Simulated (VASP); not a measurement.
# MoS2 in VASP: further runs

The runs below take MoS2 through single point, with PBE.

All numbers are computed with VASP 6.6.1; they aren't measurements. Logs are shortened: lines on timing, memory, paths and dates and some standing lists are left out, and cuts for length are marked.

**Measured values to compare with.**

“Multiwavelength excitation Raman Scattering Analysis of bulk and 2 dimensional MoS2: Vibrational properties of atomically thin MoS2 layers”, 2015, arxiv:1506.03228 reports, for a bulk crystal of MoS2 at 300 K: band gap 1.3 eV (indirect).

The runs below are set against these values where they give the same quantity.

## 1. The cell of the first run

The structure is hexagonal, space group P6_3/mmc (No. 194). Conventional cell: a = 3.137 Å, b = 3.137 Å, c = 12.200 Å, α = 90.00°, β = 90.00°, γ = 120.00°. Mo (site symmetry -6m2) has 6 S at 2.38 Å within 3.1 Å. S (site symmetry 3m) has 3 Mo at 2.38 Å and 1 S at 3.10 Å within 3.1 Å.

## 2. Single point, PBE

File INCAR:

```
ALGO     = Normal         # electronic algorithm
EDIFF    = 1E-7           # SCF threshold, eV
ENCUT    = 520            # plane-wave cutoff, eV
GGA      = PE             # functional
ISIF     = 2              # what is computed and relaxed
ISMEAR   = 0              # smearing method
LASPH    = True           # aspherical terms in the spheres
LCHARG   = False          # write CHGCAR
LREAL    = False          # projectors in reciprocal space
LWAVE    = False          # write WAVECAR
NBANDS   = 35             # bands
NELM     = 80             # most SCF steps
PREC     = Accurate       # precision mode
SIGMA    = 0.02           # smearing width, eV
```

File KPOINTS:

```
k-points
0
Gamma
  11 11 3
```

File POSCAR:

```
MoS2
1.0
    3.1369877103      0.0000000000      0.0000000000
   -1.5684938552      2.7167110485      0.0000000000
    0.0000000000      0.0000000000     12.1995066399
Mo S
2 4
Direct
    0.6666666667      0.3333333333      0.7500000000
    0.3333333333      0.6666666667      0.2500000000
    0.6666666667      0.3333333333      0.3770000000
    0.3333333333      0.6666666667      0.8770000000
    0.6666666667      0.3333333333      0.1230000000
    0.3333333333      0.6666666667      0.6230000000
```

Potentials or basis: VASP PAW PBE potentials, release 64 (Mo_sv, S).

Launch:

```bash
$ cat potpaw_PBE.64/Mo_sv/POTCAR potpaw_PBE.64/S/POTCAR > POTCAR
$ mpirun -np 1 vasp_std > vasp.out
```

OUTCAR:

```text
EDIFF = 1E-7
   ENCUT = 520
   GGA = PE
   ISIF = 2
   ISMEAR = 0
   LASPH = True
   LREAL = False
   NELM = 80
   PREC = Accurate

 ion  position               nearest neighbor table
   1  0.667  0.333  0.750-   4 2.38   6 2.38   4 2.38   6 2.38   4 2.38   6 2.38
   2  0.333  0.667  0.250-   3 2.38   5 2.38   3 2.38   5 2.38   3 2.38   5 2.38
   3  0.667  0.333  0.377-   2 2.38   2 2.38   2 2.38
   4  0.333  0.667  0.877-   1 2.38   1 2.38   1 2.38
   5  0.667  0.333  0.123-   2 2.38   2 2.38   2 2.38
   6  0.333  0.667  0.623-   1 2.38   1 2.38   1 2.38

  LATTYP: Found a hexagonal cell.
 ALAT       =     3.1369877103
 C/A-ratio  =     3.8889239508

  Lattice vectors:

 A1 = (   3.1369877103,   0.0000000000,   0.0000000000)
 A2 = (  -1.5684938552,   2.7167110485,   0.0000000000)
 A3 = (   0.0000000000,   0.0000000000,  12.1995066399)

Analysis of symmetry for initial positions (statically):
=====================================================================
 Subroutine PRICEL returns:
 Original cell was already a primitive cell.

 Routine SETGRP: Setting up the symmetry group for a
 hexagonal supercell.

 Subroutine GETGRP returns: Found 24 space group operations
 (whereof 12 operations were pure point group operations)
 out of a pool of 24 trial point group operations.

The static configuration has the point symmetry D_3d.
 The point group associated with its full space group is D_6h.

Analysis of symmetry for dynamics (positions and initial velocities):
=====================================================================
 Subroutine PRICEL returns:
 Original cell was already a primitive cell.

 Routine SETGRP: Setting up the symmetry group for a
 hexagonal supercell.

 Subroutine GETGRP returns: Found 24 space group operations
 (whereof 12 operations were pure point group operations)
 out of a pool of 24 trial point group operations.

The dynamic configuration has the point symmetry D_3d.
 The point group associated with its full space group is D_6h.

 Subroutine INISYM returns: Found 24 space group operations
 (whereof 12 operations are pure point group operations),
 and found     1 'primitive' translations

----------------------------------------------------------------------------------------

                                     Primitive cell

[... 94 lines left out ...]
   LSORBIT =      F    spin-orbit coupling
   LASPH  =      T    aspherical Exc in radial PAW
   ENCUT  =  520.0 eV  38.22 Ry    6.18 a.u.   5.83  5.83 22.68*2*pi/ulx,y,z
   NELM   =     80;   NELMIN=  2; NELMDL= -5     # of ELM steps
   EDIFF  = 0.1E-06   stopping-criterion for ELM
   LREAL  =      F    real-space projection
   EDIFFG = 0.1E-05   stopping-criterion for IOM
   NSW    =      0    number of steps for IOM
   IBRION =     -1    ionic relax: 0-MD 1-quasi-New 2-CG
   NFREE  =      0    steps in history (QN), initial steepest desc. (CG)
   ISIF   =      2    stress and relaxation
   ISYM   =      2    0-nonsym 1-usesym 2-fastsym
   POTIM  = 0.5000    time-step for ionic-motion
   TEBEG  =    0.0;   TEEND  =   0.0 temperature during run
   PSTRESS=    0.0 pullay stress
   NELECT =      52.0000    total number of electrons
   NUPDOWN=      -1.0000    fix difference up-down
   EMIN   =  10.00;   EMAX   =-10.00  energy-range for DOS
   EFERMI =   0.00;   METHOD = LEGACY
   ISMEAR =     0;   SIGMA  =   0.02  broadening in eV -4-tet -1-fermi 0-gaus
   EFERMI_NEDOS =   21; number of points for ismear=-14 and -15
   IALGO  =     38    algorithm
   IMIX   =      4    mixing-type and parameters
     AMIX     =   0.40;   BMIX     =  1.00
     AMIX_MAG =   1.60;   BMIX_MAG =  1.00
  volume/ion in A,a.u.               =      17.33       116.93
  Fermi-wavevector in a.u.,A,eV,Ry     =   1.299500  2.455700 22.976178  1.688701
  Thomas-Fermi vector in A             =   2.430760
   LORBIT       =      0    0 simple, 1 ext, 2 COOP (PROOUT), +10 PAW based schemes
   GGA     = PE    functional components
   LHFCALC =     F    Hartree Fock is set to
   AEXX    =    0.0000 exact exchange contribution
   IVDW    =     0    specifies the selected vdW correction
   LEPSILON=     F    determine dielectric tensor
   LRPA    =     F    only Hartree local field effects (RPA)
 non-spin polarized calculation
 Gauss-broadening in eV      SIGMA  =   0.02
  energy-cutoff  :      520.00
  volume of cell :      103.97
 maximum number of plane-waves:      2822
 NGX is ok and might be reduce to    24
   NGX = 11   NGY = 11   NGZ = 45

 number of electron      52.0000001 magnetization

 Free energy of the ion-electron system (eV)
  ---------------------------------------------------
  ext. energy  EPLUGINS =         0.00000000
  ---------------------------------------------------
  free energy    TOTEN  =       -43.52734304 eV

  energy without entropy =      -43.52734304  energy(sigma->0) =      -43.52734304

 E-fermi :   8.1754     XC(G=0): -10.9686

 val. band max:        7.9138305488   @ k =   0.0000   0.0000   0.0000
 cond. band min:       8.7761531137   @ k =   0.1818   0.1818   0.0000
 fundamental gap:      0.8623225648
 Fermi energy:         8.1753892428

 k-point     1 :       0.0000    0.0000    0.0000
  band No.  band energies     occupation
      1     -53.5981      2.00000
      2     -53.5981      2.00000
      3     -27.7778      2.00000
      4     -27.7777      2.00000
      5     -27.5233      2.00000
      6     -27.5233      2.00000
[... 901 lines left out ...]
     34      11.3656      0.00000
     35      15.8786      0.00000

 [... further k-points ...]
[... 5 lines left out ...]
  --------------------------------------------------------------------------------------
  -------------------------------------------------------------------------------------
  Total        4.2114192      4.2114192      4.7977091     -0.0000000     -0.0000000      0.0000000
  in kB       64.8993755     64.8993755     73.9342984     -0.0000000     -0.0000000      0.0000000
  external PRESSURE =      67.9110165 kB  Pullay stress =       0.0000000 kB

 VOLUME and BASIS-vectors are now :
 -----------------------------------------------------------------------------
  energy-cutoff  :      520.00
  volume of cell :      103.97
      direct lattice vectors                 reciprocal lattice vectors
     3.136987710  0.000000000  0.000000000     0.318777149  0.184046073  0.000000000
    -1.568493855  2.716711049  0.000000000     0.000000000  0.368092146  0.000000000
     0.000000000  0.000000000 12.199506640     0.000000000  0.000000000  0.081970528

 POSITION                                       TOTAL-FORCE (eV/Angst)
 -----------------------------------------------------------------------------------
      1.56849      0.90557      9.14963        -0.000000     -0.000000      0.000000
     -0.00000      1.81114      3.04988         0.000000      0.000000      0.000000
      1.56849      0.90557      4.59921         0.000000     -0.000000      0.423928
     -0.00000      1.81114     10.69897        -0.000000      0.000000      0.423928
      1.56849      0.90557      1.50054        -0.000000      0.000000     -0.423928
     -0.00000      1.81114      7.60029         0.000000     -0.000000     -0.423928
 -----------------------------------------------------------------------------------
    total drift:                                0.000000     -0.000000      0.000000

  FREE ENERGIE OF THE ION-ELECTRON SYSTEM (eV)
  ---------------------------------------------------
  free  energy   TOTEN  =       -43.5273430380 eV

  energy  without entropy=      -43.5273430380  energy(sigma->0) =      -43.52734304
```

It used 72 s of CPU time on 1 thread of Intel(R) Xeon(R) Platinum 8488C (Sapphire Rapids), with other jobs on the host.

Results:

```
Free energy            : -43.5273 eV
Pressure               : 6.8 GPa
Largest force          : 0.424 eV/Å
Band gap on the k mesh : 0.86 eV, indirect (least direct gap 1.90 eV)
```

Forces in eV/Å, atoms in the order of the input:
```
Mo   0.000  0.000  0.000
Mo   0.000  0.000  0.000
S    0.000  0.000  0.424
S    0.000  0.000  0.424
S    0.000  0.000 -0.424
S    0.000  0.000 -0.424
```

Stress tensor (GPa, compression positive):
```
6.49 0.00 0.00
0.00 6.49 0.00
0.00 0.00 7.39
```

Caveat: this functional lacks dispersion, which binds the layers, so the pressure and a relaxed spacing across them are unreliable.

(Part 1 of 2 ends here.)
